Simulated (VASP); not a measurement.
Runs of VASP 6.6.1 on RbBr. The structure is that of space group Fm-3m (No. 225), or close to it. The cells are those of the table. 

```tsv
level	potentials or basis	spin	cell	k mesh	smearing	grid for exact exchange (PRECFOCK)	share of exact exchange	screening parameter	gap on the mesh (eV)	pressure (GPa)	moment (μB)
LDA	VASP PAW LDA potentials, release 64 (Rb_sv, Br)	off	a = 4.847 Å, angles 60.0°, 2 atoms	7 × 7 × 7	fermi-dirac 0.05 eV	-	-	-	3.96	-1.2	-
r2SCAN	VASP PAW PBE potentials, release 64 (Rb_sv, Br)	off	a = 4.781 Å, angles 60.0°, 2 atoms	7 × 7 × 7	fermi-dirac 0.05 eV	-	-	-	(b)	1.2	-
r2SCAN	VASP PAW PBE potentials, release 64 (Rb_sv, Br)	off	a = 4.910 Å, angles 60.0°, 2 atoms	7 × 7 × 7	fermi-dirac 0.05 eV	-	-	-	4.87	(a)	-
r2SCAN	VASP PAW PBE potentials, release 64 (Rb_sv, Br)	off	a = 4.814 Å, angles 60.0°, 2 atoms	7 × 7 × 7	fermi-dirac 0.05 eV	-	-	-	5.02	0.8	-
PBEsol	VASP PAW PBE potentials, release 64 (Rb_sv, Br)	off	a = 4.847 Å, angles 60.0°, 2 atoms	5 × 5 × 5	fermi-dirac 0.05 eV	-	-	-	(c)	0.0	-
PBEsol	VASP PAW PBE potentials, release 64 (Rb_sv, Br)	non-collinear, zero start, SOC	a = 4.847 Å, angles 60.0°, 2 atoms	5 × 5 × 5	fermi-dirac 0.05 eV	-	-	-	-	0.0	0.00
HSE06	VASP PAW PBE potentials, release 64 (Rb_sv, Br)	off	a = 4.814 Å, angles 60.0°, 2 atoms	4 × 4 × 4	fermi-dirac 0.05 eV	Normal	0.25	0.2079 1/Å	5.58	1.1	-
PBE0	VASP PAW PBE potentials, release 64 (Rb_sv, Br)	off	a = 4.847 Å, angles 60.0°, 2 atoms	4 × 4 × 4	fermi-dirac 0.05 eV	Normal	0.25	-	6.25	0.7	-
HSE06	VASP PAW PBE potentials, release 64 (Rb_sv, Br)	off	a = 4.847 Å, angles 60.0°, 2 atoms	4 × 4 × 4	fermi-dirac 0.05 eV	Normal	0.25	0.2079 1/Å	(d)	0.8	-
HSE06	VASP PAW PBE potentials, release 64 (Rb_sv, Br)	off	a = 4.781 Å, angles 60.0°, 2 atoms	4 × 4 × 4	fermi-dirac 0.05 eV	Normal	0.25	0.2079 1/Å	5.64	1.5	-
SVWN5	VASP PAW PBE potentials, release 64 (Rb_sv, Br)	non-collinear, zero start, SOC	a = 4.847 Å, angles 60.0°, 2 atoms	7 × 7 × 7	methfessel-paxton 0.05 eV	-	-	-	-	-1.2	0.00
PBE	VASP PAW PBE potentials, release 64 (Rb_sv, Br)	off	a = 4.879 Å, angles 60.0°, 2 atoms	7 × 7 × 7	fermi-dirac 0.05 eV	-	-	-	4.31	0.7	-
```

Alike in all rows: task single point; cutoff (eV) 520.

Task: Estimate the missing entries.

Result: (a) -0.1; (b) 5.08; (c) 4.21; (d) 5.52.

Caveats: the PAW data sets were made with another functional, which shifts forces and pressure a little (at least some runs); an odd mesh through Γ misses points on the zone boundary, where band edges can lie (at least some runs).

A k mesh can miss the band edges, and rows without SOC leave out spin-orbit coupling on Br, Rb.
